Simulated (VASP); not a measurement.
Wanted: the native input for a VASP 6.6.1 run.

```yaml
Task: relaxation of cell and atoms
Functional: r2SCAN
Potentials_or_basis: VASP PAW PBE potentials, release 64 (Cd, S)
Cutoff: 600 eV
k_mesh: 6 × 6 × 6
Occupations: gaussian, width 0.01 eV
Spin: no spin polarisation
Dipole_correction: no
Further_INCAR_settings: ALGO = Normal; EDIFF = 1e-06; IBRION = 2; EDIFFG = -0.01; NSW = 100; ISIF = 3
```

CdS (Hawleyite):

```
Cd S
1.0
     0.00000    2.91650    2.91650
     2.91650    0.00000    2.91650
     2.91650    2.91650    0.00000
Cd S
1 1
Direct
  0.00000 0.00000 0.00000
  0.25000 0.25000 0.25000
```

These files were run (other wordings do the same):

POSCAR

```
CdS
1.0
    0.0000000000      2.9165000000      2.9165000000
    2.9165000000      0.0000000000      2.9165000000
    2.9165000000      2.9165000000      0.0000000000
Cd S
1 1
Direct
    0.0000000000      0.0000000000      0.0000000000
    0.2500000000      0.2500000000      0.2500000000
```

INCAR.step1

```
ALGO = Normal ; EDIFF = 1E-4
ENCUT = 600 ; GGA = PE
ISMEAR = 0 ; LASPH = T
LCHARG = F ; LREAL = F
LWAVE = T ; NELM = 80
PREC = Accurate ; SIGMA = 0.01
```

INCAR.step2

```
ALGO = Normal ; EDIFF = 1E-6
EDIFFG = -0.01 ; ENCUT = 600
IBRION = 2 ; ISIF = 3
ISMEAR = 0 ; ISTART = 1
LASPH = T ; LCHARG = F
LMIXTAU = T ; LREAL = F
LWAVE = F ; METAGGA = R2SCAN
NELM = 80 ; NSW = 100
PREC = Accurate ; SIGMA = 0.01
```

KPOINTS

```
k-points
0
Gamma
  6 6 6
```

Potentials or basis: VASP PAW PBE potentials, release 64 (Cd, S).

Launch:

```console
$ cat potpaw_PBE.64/Cd/POTCAR potpaw_PBE.64/S/POTCAR > POTCAR
$ cp INCAR.step1 INCAR
$ mpirun -np 1 vasp_std > vasp.out
$ cp INCAR.step2 INCAR
$ mpirun -np 1 vasp_std > vasp.out
```

It gave:

The relaxed volume is 25.50 Å³/atom. The relaxed cell is a = 4.162 Å, b = 4.162 Å, c = 4.162 Å, α = 60.00°, β = 60.00°, γ = 60.00°. The space group after relaxing (to 0.05 Å) is F-43m (No. 216). The energy gained by relaxing is 3.7 meV/atom. The ionic steps are 3 and the pressure after relaxing is 0.0 GPa. The band gap on the k mesh is 1.53 eV, direct.

Caveat: the PAW data sets were made with another functional, which shifts forces and pressure a little.

Run time: 3.9 min on 1 thread of Intel(R) Xeon(R) Platinum 8375C CPU @ 2.90GHz (Ice Lake), on a shared host, peak memory 0.23 GiB.
